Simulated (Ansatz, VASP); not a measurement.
# Mg2CdS3: VASP beside Ansatz

```
Mg Cd S
1.0
     3.76405    0.00000    0.00000
     0.00000    6.51953    0.00000
     0.00000    0.00000    9.23287
Mg Cd S
4 2 6
Cartesian
  0.0000 2.1732 6.1128
  1.8820 5.4329 6.1128
  1.8820 1.0866 3.1201
  0.0000 4.3464 3.1201
  1.8820 3.2598 0.0000
  0.0000 6.5195 9.2329
  3.7640 0.0000 4.6164
  1.8820 3.2598 4.6164
  0.0000 2.1732 1.6426
  1.8820 5.4329 1.6426
  1.8820 1.0866 7.5903
  0.0000 4.3464 7.5903
```

Alike in both runs: task single point; functional PBE; k mesh 4 × 2 × 2; occupations gaussian, width 0.1 eV; no spin polarisation.

|  | VASP | Ansatz |
| --- | --- | --- |
| version | VASP 6.6.1 | Ansatz 0.2.0 |
| potentials or method | VASP PAW PBE potentials, release 64 (Mg, Cd, S), cutoff 520 eV | scalar-relativistic, plane waves, PAW |
| valence electrons in the cell | 68 | 116 |

```tsv
	VASP	Ansatz	Ansatz less VASP
gap on the k mesh at the Fermi level (eV)	1.67	1.69	+0.012
least direct gap on the mesh (eV)	1.78	1.79	+0.012
pressure (GPa)	0.0	0.0	+0.03
traceless stress, the component that is largest in VASP (GPa)	0.21	0.21	+0.007
rms of the force components (eV/Å)	0.020	0.003	-0.0166
```

Atom by atom the forces differ by 0.017 eV/Å (rms over components). VASP's potentials hold 68 valence electrons a cell and Ansatz's 116, so a difference there can come from the potentials and not from the codes.

The k mesh is coarse, so the values compare programs but aren't converged.
